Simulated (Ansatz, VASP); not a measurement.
Two plane-wave programs on YZnC4N4

```
CELL_PARAMETERS angstrom
6.40015 0.00000 0.00000
0.00000 6.40015 0.00000
0.00000 0.00000 6.40015
ATOMIC_POSITIONS crystal
Y 0.00000 0.00000 0.00000
Zn 0.50000 0.50000 0.50000
C 0.21729 0.21729 0.21729
C 0.21729 0.78271 0.78271
C 0.78271 0.21729 0.78271
C 0.78271 0.78271 0.21729
N 0.32299 0.32299 0.32299
N 0.32299 0.67701 0.67701
N 0.67701 0.32299 0.67701
N 0.67701 0.67701 0.32299
```

Alike in both runs: functional PBE; k mesh 4 × 4 × 4; occupations gaussian, width 0.1 eV; no spin polarisation.

Ansatz relaxed the structure, and its values are those at the end. VASP's run is a single point on that final structure, the one shown.

```csv
,VASP,Ansatz
version,VASP 6.6.1,Ansatz 0.2.0
potentials or method,"VASP PAW PBE potentials, release 64 (Y_sv, Zn, C_h, N_h), cutoff 910 eV","scalar-relativistic, plane waves, PAW"
valence electrons in the cell,59,59
```

```csv
,VASP,Ansatz,Ansatz less VASP
gap on the k mesh at the Fermi level (eV),none,none,-
rms of the force components (eV/Å),0.006,0.010,+0.0041
```

A gap of «none» marks a metal or a gap that the smearing closes.

Noted on VASP's run: the cutoff is under 1.25 times that of the potentials, so the pressure is a little rough.
